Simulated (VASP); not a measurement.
# Ca (Pm-3m) in VASP: further runs

The runs below take Ca through single point, with PBE.

All numbers are computed with VASP 6.6.1; they aren't measurements. Logs are shortened: lines on timing, memory, paths and dates and some standing lists are left out, and cuts for length are marked.

## Step 1: The cell of the first run

It takes space group Pm-3m (No. 221, cubic). Conventional cell: a = 3.451 Å, b = 3.451 Å, c = 3.451 Å, α = 90.00°, β = 90.00°, γ = 90.00°. Ca (site symmetry m-3m) has 6 Ca at 3.45 Å within 4.5 Å.

This isn't the form of Ca at room conditions, which is fcc.

## Step 2: Single point, PBE

Contents of INCAR:

```
SYSTEM = Ca
PREC = Accurate ; ENCUT = 520
EDIFF = 1E-6 ; ISMEAR = -1
SIGMA = 0.06122561905347299 ; LREAL = .False.
LASPH = .True. ; NELM = 60
ALGO = Normal ; ISIF = 2
LWAVE = .False. ; LCHARG = .False.
GGA = PE ; NBANDS = 11
```

Contents of KPOINTS:

```
Automatic mesh
0
Gamma
  11 11 11
  0 0 0
```

Contents of POSCAR:

```
Ca
1.0
    3.4505251710      0.0000000000      0.0000000000
    0.0000000000      3.4505251710      0.0000000000
    0.0000000000      0.0000000000      3.4505251710
Ca
1
Direct
    0.0000000000      0.0000000000      0.0000000000
```

Potentials or basis: VASP PAW PBE potentials, release 64 (Ca_sv).

Started as:

```sh
cat potpaw_PBE.64/Ca_sv/POTCAR > POTCAR
mpirun -np 1 vasp_std > vasp.out
```

OUTCAR:

```text
SYSTEM = Ca
   PREC = Accurate
   ENCUT = 520
   EDIFF = 1E-6
   ISMEAR = -1
   LREAL = .False.
   LASPH = .True.
   NELM = 60
   ISIF = 2
   GGA = PE

 ion  position               nearest neighbor table
   1  0.000  0.000  0.000-

  LATTYP: Found a simple cubic cell.
 ALAT       =     3.4505251710

  Lattice vectors:

 A1 = (   3.4505251710,   0.0000000000,   0.0000000000)
 A2 = (   0.0000000000,   3.4505251710,   0.0000000000)
 A3 = (   0.0000000000,   0.0000000000,   3.4505251710)

Analysis of symmetry for initial positions (statically):
=====================================================================
 Subroutine PRICEL returns:
 Original cell was already a primitive cell.

 Routine SETGRP: Setting up the symmetry group for a
 simple cubic supercell.

 Subroutine GETGRP returns: Found 48 space group operations
 (whereof 48 operations were pure point group operations)
 out of a pool of 48 trial point group operations.

The static configuration has the point symmetry O_h .

Analysis of symmetry for dynamics (positions and initial velocities):
=====================================================================
 Subroutine PRICEL returns:
 Original cell was already a primitive cell.

 Routine SETGRP: Setting up the symmetry group for a
 simple cubic supercell.

 Subroutine GETGRP returns: Found 48 space group operations
 (whereof 48 operations were pure point group operations)
 out of a pool of 48 trial point group operations.

The dynamic configuration has the point symmetry O_h .

 Subroutine INISYM returns: Found 48 space group operations
 (whereof 48 operations are pure point group operations),
 and found     1 'primitive' translations

----------------------------------------------------------------------------------------

                                     Primitive cell

  volume of cell :      41.0824

  direct lattice vectors                    reciprocal lattice vectors
     3.450525171  0.000000000  0.000000000     0.289810956  0.000000000  0.000000000
     0.000000000  3.450525171  0.000000000     0.000000000  0.289810956  0.000000000
     0.000000000  0.000000000  3.450525171     0.000000000  0.000000000  0.289810956

  length of vectors
     3.450525171  3.450525171  3.450525171     0.289810956  0.289810956  0.289810956

  position of ions in fractional coordinates (direct lattice)
     0.000000000  0.000000000  0.000000000

  ion indices of the primitive-cell ions
   primitive index   ion index
                 1           1

----------------------------------------------------------------------------------------

 KPOINTS: Automatic mesh

Automatic generation of k-mesh.
 Grid dimensions read from file:
 generate k-points for:   11   11   11

 Generating k-lattice:

  Cartesian coordinates                     Fractional coordinates (reciprocal lattice)
     0.026346451  0.000000000  0.000000000     0.090909091  0.000000000  0.000000000
     0.000000000  0.026346451  0.000000000     0.000000000  0.090909091  0.000000000
     0.000000000  0.000000000  0.026346451     0.000000000  0.000000000  0.090909091

  Length of vectors
     0.026346451  0.026346451  0.026346451

  Shift w.r.t. Gamma in fractional coordinates (k-lattice)
     0.000000000  0.000000000  0.000000000

 Subroutine IBZKPT returns following result:
 ===========================================

 Found     56 irreducible k-points:

 Following reciprocal coordinates:
            Coordinates               Weight
  0.000000  0.000000  0.000000      1.000000
  0.090909  0.000000  0.000000      6.000000
  0.181818  0.000000  0.000000      6.000000
  0.272727  0.000000  0.000000      6.000000
  0.363636  0.000000  0.000000      6.000000
  0.454545  0.000000  0.000000      6.000000
[... 16 lines left out ...]
  0.181818  0.090909  0.090909     24.000000
  0.272727  0.090909  0.090909     24.000000
 [... further k-points ...]
   k-points           NKPTS =     56   k-points in BZ     NKDIM =     56   number of bands    NBANDS=     11
   number of dos      NEDOS =    301   number of ions     NIONS =      1
   total plane-waves  NPLWV =  21952
   dimension x,y,z NGX =    28 NGY =   28 NGZ =   28
   dimension x,y,z NGXF=    56 NGYF=   56 NGZF=   56
   ions per type =               1
   NGX,Y,Z   is equivalent  to a cutoff of  13.49, 13.49, 13.49 a.u.
   NGXF,Y,Z  is equivalent  to a cutoff of  26.98, 26.98, 26.98 a.u.
 SYSTEM =  Ca
   PREC   = accura    normal or accurate (medium, high low for compatibility)
   ISTART =      0    job   : 0-new  1-cont  2-samecut
   ICHARG =      2    charge: 1-file 2-atom 10-const
   ISPIN  =      1    spin polarized calculation?
   LNONCOLLINEAR =      F non collinear calculations
   LSORBIT =      F    spin-orbit coupling
   LASPH  =      T    aspherical Exc in radial PAW
   ENCUT  =  520.0 eV  38.22 Ry    6.18 a.u.   6.42  6.42  6.42*2*pi/ulx,y,z
   NELM   =     60;   NELMIN=  2; NELMDL= -5     # of ELM steps
   EDIFF  = 0.1E-05   stopping-criterion for ELM
   LREAL  =      F    real-space projection
   EDIFFG = 0.1E-04   stopping-criterion for IOM
   NSW    =      0    number of steps for IOM
   IBRION =     -1    ionic relax: 0-MD 1-quasi-New 2-CG
   NFREE  =      0    steps in history (QN), initial steepest desc. (CG)
   ISIF   =      2    stress and relaxation
   ISYM   =      2    0-nonsym 1-usesym 2-fastsym
   POTIM  = 0.5000    time-step for ionic-motion
   TEBEG  =    0.0;   TEEND  =   0.0 temperature during run
   PSTRESS=    0.0 pullay stress
   NELECT =      10.0000    total number of electrons
   NUPDOWN=      -1.0000    fix difference up-down
   EMIN   =  10.00;   EMAX   =-10.00  energy-range for DOS
   EFERMI =   0.00;   METHOD = LEGACY
   ISMEAR =    -1;   SIGMA  =   0.06  broadening in eV -4-tet -1-fermi 0-gaus
   EFERMI_NEDOS =   21; number of points for ismear=-14 and -15
   IALGO  =     38    algorithm
   IMIX   =      4    mixing-type and parameters
     AMIX     =   0.40;   BMIX     =  1.00
     AMIX_MAG =   1.60;   BMIX_MAG =  1.00
  volume/ion in A,a.u.               =      41.08       277.24
  Fermi-wavevector in a.u.,A,eV,Ry     =   1.022170  1.931620 14.215785  1.044831
  Thomas-Fermi vector in A             =   2.155834
   LORBIT       =      0    0 simple, 1 ext, 2 COOP (PROOUT), +10 PAW based schemes
   GGA     = PE    functional components
   LHFCALC =     F    Hartree Fock is set to
   AEXX    =    0.0000 exact exchange contribution
   IVDW    =     0    specifies the selected vdW correction
   LEPSILON=     F    determine dielectric tensor
   LRPA    =     F    only Hartree local field effects (RPA)
 non-spin polarized calculation
  energy-cutoff  :      520.00
  volume of cell :       41.08
 maximum number of plane-waves:      1141
 NGX is ok and might be reduce to    28
   NGX = 13   NGY = 13   NGZ = 13

 number of electron      10.0000002 magnetization

 Free energy of the ion-electron system (eV)
  ---------------------------------------------------
  ext. energy  EPLUGINS =         0.00000000
  ---------------------------------------------------
  free energy    TOTEN  =        -1.53485582 eV

  energy without entropy =       -1.52246560  energy(sigma->0) =       -1.52866071

 E-fermi :   1.9558     XC(G=0):  -7.7964

 val. band max:        1.9115431325   @ k =   0.4545   0.1818   0.0909
 cond. band min:       1.9612522500   @ k =   0.4545   0.3636   0.2727
 fundamental gap:      0.0497091175
 Fermi energy:         1.9557991330

 k-point     1 :       0.0000    0.0000    0.0000
  band No.  band energies     occupation
      1     -40.1529      2.00000
      2     -21.0287      2.00000
      3     -21.0287      2.00000
      4     -21.0287      2.00000
      5      -1.9419      2.00000
      6       2.7949      0.00000
      7       2.7949      0.00000
      8       6.2214      0.00000
      9       6.2214      0.00000
     10       6.2214      0.00000
     11      10.9067      0.00000

 k-point     2 :       0.0909    0.0000    0.0000
  band No.  band energies     occupation
      1     -40.1511      2.00000
      2     -21.0489      2.00000
      3     -21.0270      2.00000
      4     -21.0270      2.00000
      5      -1.8200      2.00000
      6       2.8324      0.00000
      7       2.8364      0.00000
      8       6.0828      0.00000
      9       6.0828      0.00000
     10       6.2306      0.00000
     11      10.1326      0.00000

 k-point     3 :       0.1818    0.0000    0.0000
  band No.  band energies     occupation
      1     -40.1463      2.00000
      2     -21.1027      2.00000
      3     -21.0224      2.00000
      4     -21.0224      2.00000
      5      -1.4647      2.00000
      6       2.9032      0.00000
      7       2.9360      0.00000
      8       5.7549      0.00000
      9       5.7549      0.00000
     10       6.2555      0.00000
     11       8.8821      0.00000

 k-point     4 :       0.2727    0.0000    0.0000
  band No.  band energies     occupation
      1     -40.1400      2.00000
      2     -21.1724      2.00000
      3     -21.0164      2.00000
      4     -21.0164      2.00000
      5      -0.9045      2.00000
      6       2.8195      0.00000
      7       3.0796      0.00000
      8       5.3918      0.00000
      9       5.3918      0.00000
     10       6.2884      0.00000
     11       7.9363      0.00000
[... 239 lines left out ...]
 k-point    22 :       0.0909    0.0909    0.0909
  band No.  band energies     occupation
      1     -40.1475      2.00000
      2     -21.0474      2.00000
      3     -21.0443      2.00000
      4     -21.0443      2.00000
      5      -1.5790      2.00000
      6       2.9206      0.00000
      7       2.9206      0.00000
      8       5.8617      0.00000
      9       5.9838      0.00000
     10       5.9838      0.00000
     11      10.4177      0.00000

 k-point    23 :       0.1818    0.0909    0.0909
  band No.  band energies     occupation
      1     -40.1427      2.00000
      2     -21.0989      2.00000
      3     -21.0415      2.00000
      4     -21.0396      2.00000
      5      -1.2295      2.00000
      6       3.0112      0.00000
      7       3.0266      0.00000
      8       5.5401      0.00000
      9       5.6260      0.00000
     10       6.0005      0.00000
     11       9.2638      0.00000

 k-point    24 :       0.2727    0.0909    0.0909
  band No.  band energies     occupation
      1     -40.1364      2.00000
      2     -21.1680      2.00000
      3     -21.0352      2.00000
      4     -21.0334      2.00000
      5      -0.6794      2.00000
      6       2.9404      0.00000
      7       3.1781      0.00000
      8       5.2255      0.00000
      9       5.2409      0.00000
     10       6.0442      0.00000
     11       8.2456      0.00000

 [... further k-points ...]
[... 5 lines left out ...]
  --------------------------------------------------------------------------------------
  -------------------------------------------------------------------------------------
  Total        0.1937367      0.1937367      0.1937367      0.0000000      0.0000000      0.0000000
  in kB        7.5555647      7.5555647      7.5555647      0.0000000      0.0000000      0.0000000
  external PRESSURE =       7.5555647 kB  Pullay stress =       0.0000000 kB

 VOLUME and BASIS-vectors are now :
 -----------------------------------------------------------------------------
  energy-cutoff  :      520.00
  volume of cell :       41.08
      direct lattice vectors                 reciprocal lattice vectors
     3.450525171  0.000000000  0.000000000     0.289810956  0.000000000  0.000000000
     0.000000000  3.450525171  0.000000000     0.000000000  0.289810956  0.000000000
     0.000000000  0.000000000  3.450525171     0.000000000  0.000000000  0.289810956

 POSITION                                       TOTAL-FORCE (eV/Angst)
 -----------------------------------------------------------------------------------
      0.00000      0.00000      0.00000         0.000000      0.000000      0.000000
 -----------------------------------------------------------------------------------
    total drift:                               -0.000000     -0.000000     -0.000000

  FREE ENERGIE OF THE ION-ELECTRON SYSTEM (eV)
  ---------------------------------------------------
  free  energy   TOTEN  =        -1.5348558172 eV

  energy  without entropy=       -1.5224656000  energy(sigma->0) =       -1.52866071
```

Run time: 21 s. Hardware: 1 thread of Intel Xeon Platinum 8259CL at 2.50GHz (Skylake/Cascade Lake), shared host; peak memory 0.16 GiB.

Results:

| Quantity | Value |
| --- | --- |
| Free energy | -1.5349 eV |
| Pressure | 0.8 GPa |
| Band gap on the k mesh | zero (bands 5 and 6 overlap by 0.85 eV) |

## Step 3: Single point, PBE

This run uses another cell than the first one, of 41.96 Å³/atom.

Contents of INCAR:

```
SYSTEM = Ca
PREC = Accurate
ENCUT = 520
EDIFF = 1E-6
ISMEAR = -1
SIGMA = 0.06122561905347299
LREAL = .False.
LASPH = .True.
NELM = 80
ALGO = Normal
ISIF = 2
LWAVE = .False.
LCHARG = .False.
GGA = PE
NBANDS = 11
```

KPOINTS is that of step 2.

Contents of POSCAR:

```
Ca
1.0
    3.4748254447      0.0000000000      0.0000000000
    0.0000000000      3.4748254447      0.0000000000
    0.0000000000      0.0000000000      3.4748254447
Ca
1
Direct
    0.0000000000      0.0000000000      0.0000000000
```

Potentials or basis: VASP PAW PBE potentials, release 64 (Ca_sv).

Started as:

```sh
cat potpaw_PBE.64/Ca_sv/POTCAR > POTCAR
mpirun -np 1 vasp_std > vasp.out
```

It took 21 s on 1 thread of Intel Xeon Platinum 8259CL at 2.50GHz (Skylake/Cascade Lake), shared host; peak memory 0.16 GiB.

The run converged. Its results:

* Free energy: -1.5384 eV
* Pressure: 0.5 GPa
* Band gap on the k mesh: zero (bands 5 and 6 overlap by 0.87 eV)

Levels at points of the mesh, in eV from the Fermi level:
| k point | band 1 | band 2 | band 3 | band 4 | band 5 | band 6 | band 7 | band 8 | band 9 | band 10 |
| --- | --- | --- | --- | --- | --- | --- | --- | --- | --- | --- |
| (0.00, 0.00, 0.00) | -42.15 | -23.03 | -23.03 | -23.03 | -3.87 | 0.84 | 0.84 | 4.19 | 4.19 | 4.19 |

[end of part 1 of 2]
